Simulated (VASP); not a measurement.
# HfN (Fm-3m) in VASP: further runs

Runs on HfN. Level: LDA. Tasks: single point.

Program: VASP 6.6.1. These are calculated values, not measurements. Logs are shortened: lines on timing, memory, paths and dates and some standing lists are left out, and cuts for length are marked.

## (1) The cell of the first run

Symmetry: Fm-3m, No. 225, cubic system. The conventional cell has a = 4.472 Å, b = 4.472 Å, c = 4.472 Å, α = 90.00°, β = 90.00°, γ = 90.00°. Within 3.0 Å of Hf (site symmetry m-3m) lie 6 N at 2.24 Å. N (site symmetry m-3m) has 6 Hf at 2.24 Å within 3.0 Å.

## (2) Single point, LDA

INCAR

```
  PREC = Accurate
  ENCUT = 520
  EDIFF = 1E-6
  ISMEAR = -1
  SIGMA = 0.05
  LREAL = False
  LASPH = True
  NELM = 80
  ALGO = Normal
  ISIF = 2
  LWAVE = False
  LCHARG = True
  GGA = CA
  LELF = True
  LVHAR = True
  NBANDS = 14
```

KPOINTS

```
regular mesh
0
Gamma
  11 11 11
```

POSCAR

```
HfN
1.0
    0.0000000000      2.2357657262      2.2357657262
    2.2357657262      0.0000000000      2.2357657262
    2.2357657262      2.2357657262      0.0000000000
Hf N
1 1
Direct
    0.0000000000      0.0000000000      0.0000000000
    0.5000000000      0.5000000000      0.5000000000
```

Potentials or basis: VASP PAW LDA potentials, release 64 (Hf_pv, N).

Launch:

```
> cat potpaw_LDA.64/Hf_pv/POTCAR potpaw_LDA.64/N/POTCAR > POTCAR
> mpirun -np 1 vasp_std > vasp.out
```

OUTCAR:

```text
PREC = Accurate
   ENCUT = 520
   EDIFF = 1E-6
   ISMEAR = -1
   LREAL = False
   LASPH = True
   NELM = 80
   ISIF = 2
   GGA = CA

 ion  position               nearest neighbor table
   1  0.000  0.000  0.000-   2 2.24   2 2.24   2 2.24   2 2.24   2 2.24   2 2.24
   2  0.500  0.500  0.500-   1 2.24   1 2.24   1 2.24   1 2.24   1 2.24   1 2.24

  LATTYP: Found a face centered cubic cell.
 ALAT       =     4.4715314524

  Lattice vectors:

 A1 = (   0.0000000000,   2.2357657262,   2.2357657262)
 A2 = (   2.2357657262,   0.0000000000,   2.2357657262)
 A3 = (   2.2357657262,   2.2357657262,   0.0000000000)

Analysis of symmetry for initial positions (statically):
=====================================================================
 Subroutine PRICEL returns:
 Original cell was already a primitive cell.

 Routine SETGRP: Setting up the symmetry group for a
 face centered cubic supercell.

 Subroutine GETGRP returns: Found 48 space group operations
 (whereof 48 operations were pure point group operations)
 out of a pool of 48 trial point group operations.

The static configuration has the point symmetry O_h .

Analysis of symmetry for dynamics (positions and initial velocities):
=====================================================================
 Subroutine PRICEL returns:
 Original cell was already a primitive cell.

 Routine SETGRP: Setting up the symmetry group for a
 face centered cubic supercell.

 Subroutine GETGRP returns: Found 48 space group operations
 (whereof 48 operations were pure point group operations)
 out of a pool of 48 trial point group operations.

The dynamic configuration has the point symmetry O_h .

 Subroutine INISYM returns: Found 48 space group operations
 (whereof 48 operations are pure point group operations),
 and found     1 'primitive' translations

----------------------------------------------------------------------------------------

                                     Primitive cell

  volume of cell :      22.3516

  direct lattice vectors                    reciprocal lattice vectors
     0.000000000  2.235765726  2.235765726    -0.223637027  0.223637027  0.223637027
     2.235765726  0.000000000  2.235765726     0.223637027 -0.223637027  0.223637027
     2.235765726  2.235765726  0.000000000     0.223637027  0.223637027 -0.223637027

  length of vectors
     3.161850212  3.161850212  3.161850212     0.387350693  0.387350693  0.387350693

  position of ions in fractional coordinates (direct lattice)
     0.000000000  0.000000000  0.000000000
     0.500000000  0.500000000  0.500000000

  ion indices of the primitive-cell ions
   primitive index   ion index
                 1           1
                 2           2

----------------------------------------------------------------------------------------

 KPOINTS: regular mesh

Automatic generation of k-mesh.
 Grid dimensions read from file:
 generate k-points for:   11   11   11

 Generating k-lattice:

  Cartesian coordinates                     Fractional coordinates (reciprocal lattice)
    -0.020330639  0.020330639  0.020330639     0.090909091  0.000000000  0.000000000
     0.020330639 -0.020330639  0.020330639     0.000000000  0.090909091  0.000000000
     0.020330639  0.020330639 -0.020330639     0.000000000  0.000000000  0.090909091

  Length of vectors
     0.035213699  0.035213699  0.035213699

  Shift w.r.t. Gamma in fractional coordinates (k-lattice)
     0.000000000  0.000000000  0.000000000

 Subroutine IBZKPT returns following result:
 ===========================================

 Found     56 irreducible k-points:

 Following reciprocal coordinates:
            Coordinates               Weight
  0.000000  0.000000  0.000000      1.000000
  0.090909  0.000000  0.000000      8.000000
  0.181818  0.000000  0.000000      8.000000
  0.272727  0.000000  0.000000      8.000000
  0.363636  0.000000  0.000000      8.000000
  0.454545  0.000000  0.000000      8.000000
[... 16 lines left out ...]
 -0.272727  0.181818  0.000000     24.000000
 -0.181818  0.181818  0.000000     12.000000
 [... further k-points ...]
   k-points           NKPTS =     56   k-points in BZ     NKDIM =     56   number of bands    NBANDS=     14
   number of dos      NEDOS =    301   number of ions     NIONS =      2
   total plane-waves  NPLWV =  13824
   dimension x,y,z NGX =    24 NGY =   24 NGZ =   24
   dimension x,y,z NGXF=    48 NGYF=   48 NGZF=   48
   ions per type =               1   1
   NGX,Y,Z   is equivalent  to a cutoff of  12.62, 12.62, 12.62 a.u.
   NGXF,Y,Z  is equivalent  to a cutoff of  25.24, 25.24, 25.24 a.u.
 SYSTEM =  unknown system
   PREC   = accura    normal or accurate (medium, high low for compatibility)
   ISTART =      0    job   : 0-new  1-cont  2-samecut
   ICHARG =      2    charge: 1-file 2-atom 10-const
   ISPIN  =      1    spin polarized calculation?
   LNONCOLLINEAR =      F non collinear calculations
   LSORBIT =      F    spin-orbit coupling
   LASPH  =      T    aspherical Exc in radial PAW
   ENCUT  =  520.0 eV  38.22 Ry    6.18 a.u.   5.88  5.88  5.88*2*pi/ulx,y,z
   NELM   =     80;   NELMIN=  2; NELMDL= -5     # of ELM steps
   EDIFF  = 0.1E-05   stopping-criterion for ELM
   LREAL  =      F    real-space projection
   EDIFFG = 0.1E-04   stopping-criterion for IOM
   NSW    =      0    number of steps for IOM
   IBRION =     -1    ionic relax: 0-MD 1-quasi-New 2-CG
   NFREE  =      0    steps in history (QN), initial steepest desc. (CG)
   ISIF   =      2    stress and relaxation
   ISYM   =      2    0-nonsym 1-usesym 2-fastsym
   POTIM  = 0.5000    time-step for ionic-motion
   TEBEG  =    0.0;   TEEND  =   0.0 temperature during run
   PSTRESS=    0.0 pullay stress
   NELECT =      15.0000    total number of electrons
   NUPDOWN=      -1.0000    fix difference up-down
   EMIN   =  10.00;   EMAX   =-10.00  energy-range for DOS
   EFERMI =   0.00;   METHOD = LEGACY
   ISMEAR =    -1;   SIGMA  =   0.05  broadening in eV -4-tet -1-fermi 0-gaus
   EFERMI_NEDOS =   21; number of points for ismear=-14 and -15
   IALGO  =     38    algorithm
   IMIX   =      4    mixing-type and parameters
     AMIX     =   0.40;   BMIX     =  1.00
     AMIX_MAG =   1.60;   BMIX_MAG =  1.00
  volume/ion in A,a.u.               =      11.18        75.42
  Fermi-wavevector in a.u.,A,eV,Ry     =   1.433295  2.708535 27.950924  2.054335
  Thomas-Fermi vector in A             =   2.552829
   LORBIT       =      0    0 simple, 1 ext, 2 COOP (PROOUT), +10 PAW based schemes
   GGA     = CA    functional components
   LHFCALC =     F    Hartree Fock is set to
   AEXX    =    0.0000 exact exchange contribution
   IVDW    =     0    specifies the selected vdW correction
   LEPSILON=     F    determine dielectric tensor
   LRPA    =     F    only Hartree local field effects (RPA)
 non-spin polarized calculation
  energy-cutoff  :      520.00
  volume of cell :       22.35
 maximum number of plane-waves:       612
   NGX = 11   NGY = 11   NGZ = 11

 number of electron      14.9999999 magnetization

 Free energy of the ion-electron system (eV)
  ---------------------------------------------------
  ext. energy  EPLUGINS =         0.00000000
  ---------------------------------------------------
  free energy    TOTEN  =       -23.86576741 eV

  energy without entropy =      -23.85939764  energy(sigma->0) =      -23.86258252

 E-fermi :   8.4146     XC(G=0): -13.1403

 val. band max:        8.3548784042   @ k =   0.0909   0.0000   0.0000
 cond. band min:       8.4167176852   @ k =   0.4545   0.1818   0.0000
 fundamental gap:      0.0618392810
 Fermi energy:         8.4146441183

 k-point     1 :       0.0000    0.0000    0.0000
  band No.  band energies     occupation
      1     -22.3370      2.00000
      2     -22.3370      2.00000
      3     -22.3370      2.00000
      4      -8.9352      2.00000
      5       5.4952      2.00000
      6       5.4952      2.00000
      7       5.4952      2.00000
      8       8.0689      1.99802
      9       8.0689      1.99802
     10       8.0689      1.99802
     11      10.4623      0.00000
     12      10.4623      0.00000
     13      10.7733      0.00000
     14      18.2016      0.00000

 k-point     2 :       0.0909    0.0000    0.0000
  band No.  band energies     occupation
      1     -22.4340      2.00000
      2     -22.3448      2.00000
      3     -22.3448      2.00000
      4      -8.7275      2.00000
      5       4.6998      2.00000
      6       4.9996      2.00000
      7       4.9996      2.00000
      8       8.2984      1.82190
      9       8.3549      1.53538
     10       8.3549      1.53538
     11      11.1206      0.00000
     12      11.1206      0.00000
     13      11.3383      0.00000
     14      18.8614      0.00000

 k-point     3 :       0.1818    0.0000    0.0000
  band No.  band energies     occupation
      1     -22.6844      2.00000
      2     -22.3657      2.00000
      3     -22.3657      2.00000
      4      -8.1603      2.00000
      5       3.1796      2.00000
      6       4.0551      2.00000
      7       4.0551      2.00000
      8       8.6697      0.01211
      9       9.0707      0.00000
     10       9.0707      0.00000
     11      12.5918      0.00000
     12      12.6441      0.00000
     13      12.6441      0.00000
     14      19.9662      0.00000
[... 324 lines left out ...]
 k-point    23 :      -0.2727    0.1818    0.0000
  band No.  band energies     occupation
      1     -23.1293      2.00000
      2     -22.6474      2.00000
      3     -22.4132      2.00000
      4      -6.7612      2.00000
      5       0.7048      2.00000
      6       2.5108      2.00000
      7       3.2008      2.00000
      8       9.9317      0.00000
      9      10.4168      0.00000
     10      12.1743      0.00000
     11      13.0762      0.00000
     12      16.0317      0.00000
     13      17.2408      0.00000
     14      19.9441      0.00000

 k-point    24 :      -0.1818    0.1818    0.0000
  band No.  band energies     occupation
      1     -22.9583      2.00000
      2     -22.5649      2.00000
      3     -22.3754      2.00000
      4      -7.2760      2.00000
      5       1.4349      2.00000
      6       2.8479      2.00000
      7       3.6714      2.00000
      8       9.3656      0.00000
      9       9.5361      0.00000
     10      11.6882      0.00000
     11      11.9308      0.00000
     12      15.0032      0.00000
     13      15.9320      0.00000
     14      19.9611      0.00000

 [... further k-points ...]

------------------------ aborting loop because EDIFF is reached ----------------------------------------

  FORCE on cell =-STRESS in cart. coord.  units (eV):
  Direction    XX          YY          ZZ          XY          YZ          ZX
  --------------------------------------------------------------------------------------
  -------------------------------------------------------------------------------------
  Total       -0.2578476     -0.2578476     -0.2578476      0.0000000      0.0000000      0.0000000
  in kB      -18.4826753    -18.4826753    -18.4826753      0.0000000      0.0000000      0.0000000
  external PRESSURE =     -18.4826753 kB  Pullay stress =       0.0000000 kB

 VOLUME and BASIS-vectors are now :
 -----------------------------------------------------------------------------
  energy-cutoff  :      520.00
  volume of cell :       22.35
      direct lattice vectors                 reciprocal lattice vectors
     0.000000000  2.235765726  2.235765726    -0.223637027  0.223637027  0.223637027
     2.235765726  0.000000000  2.235765726     0.223637027 -0.223637027  0.223637027
     2.235765726  2.235765726  0.000000000     0.223637027  0.223637027 -0.223637027

 POSITION                                       TOTAL-FORCE (eV/Angst)
 -----------------------------------------------------------------------------------
      0.00000      0.00000      0.00000        -0.000000     -0.000000      0.000000
      2.23577      2.23577      2.23577         0.000000      0.000000     -0.000000
 -----------------------------------------------------------------------------------
    total drift:                                0.000000     -0.000000     -0.000000

  FREE ENERGIE OF THE ION-ELECTRON SYSTEM (eV)
  ---------------------------------------------------
  free  energy   TOTEN  =       -23.8657674058 eV

  energy  without entropy=      -23.8593976397  energy(sigma->0) =      -23.86258252
```

Run time: 4.9 s. Hardware: 1 thread of Intel Xeon 6975P-C (Granite Rapids), shared host; peak memory 0.14 GiB.

What came out:

```yaml
Free_energy: -23.8658 eV
Pressure: -1.8 GPa
```

Caveat: spin-orbit coupling is left out, which moves the levels of the heavy elements.

## (3) Single point, LDA

This run uses another cell than the first one, of 11.48 Å³/atom, 1.027 times its volume.

INCAR

```
  PREC = Accurate
  ENCUT = 520
  EDIFF = 1E-7
  ISMEAR = -1
  SIGMA = 0.05
  LREAL = F
  LASPH = T
  NELM = 60
  ALGO = Normal
  ISIF = 2
  LWAVE = F
  LCHARG = T
  GGA = CA
  LELF = T
  LVHAR = T
  NBANDS = 14
```

KPOINTS

```
Automatic mesh
0
Gamma
  11 11 11
```

POSCAR

```
HfN
1.0
    0.0000000000      2.2560000000      2.2560000000
    2.2560000000      0.0000000000      2.2560000000
    2.2560000000      2.2560000000      0.0000000000
Hf N
1 1
Direct
    0.0000000000      0.0000000000      0.0000000000
    0.5000000000      0.5000000000      0.5000000000
```

Potentials or basis: VASP PAW LDA potentials, release 64 (Hf_pv, N).

Launch:

```
> cat potpaw_LDA.64/Hf_pv/POTCAR potpaw_LDA.64/N/POTCAR > POTCAR
> mpirun -np 1 vasp_std > vasp.out
```

It took 5.3 s on 1 thread of Intel Xeon 6975P-C (Granite Rapids), shared host; peak memory 0.14 GiB.

It converged, with:

```yaml
Free_energy: -23.8441 eV
Pressure: -9.5 GPa
```

Levels at points of the mesh, in eV from the Fermi level:
| k point | band 5 | band 6 | band 7 | band 8 | band 9 | band 10 | band 11 | band 12 |
| --- | --- | --- | --- | --- | --- | --- | --- | --- |
| (0.00, 0.00, 0.00) | -2.89 | -2.89 | -2.89 | -0.33 | -0.33 | -0.33 | 1.98 | 1.98 |

Caveat: spin-orbit coupling is left out, which moves the levels of the heavy elements.
